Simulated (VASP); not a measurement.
A run of VASP 6.6.1 is set up as follows.

The input INCAR:

```
  ALGO = Normal
  EDIFF = 1E-8
  ENCUT = 520
  GGA = PE
  IBRION = 8
  ISIF = 2
  ISMEAR = 0
  LASPH = T
  LCHARG = F
  LREAL = F
  LWAVE = F
  NBANDS = 17
  NELM = 100
  NSW = 1
  PREC = Accurate
  SIGMA = 0.01
```

The input KPOINTS:

```
k-points
0
Gamma
  12 12 12
```

POSCAR

```
SnTe
1.0
    0.0000000000      3.2048296083      3.2048296083
    3.2048296083      0.0000000000      3.2048296083
    3.2048296083      3.2048296083      0.0000000000
Sn Te
1 1
Direct
    0.0000000000      0.0000000000      0.0000000000
    0.5000000000      0.5000000000      0.5000000000
```

Potentials or basis: VASP PAW PBE potentials, release 64 (Sn_d, Te).

The run is started by

```console
$ cat potpaw_PBE.64/Sn_d/POTCAR potpaw_PBE.64/Te/POTCAR > POTCAR
$ mpirun -np 1 vasp_std > vasp.out
```

**Question.** Estimate the highest phonon frequency at Γ, LO-TO splitting left out.

**Answer.** 0 cm⁻¹.

**Question.** Estimate the most unstable mode.

**Answer.** 40i cm⁻¹.

Phonon frequencies in cm⁻¹ (negative: imaginary):
```csv
q point,frequencies
"(0.000, 0.000, 0.000)",-40 -40 -40 0 0 0
```

Caveat: some modes are imaginary.
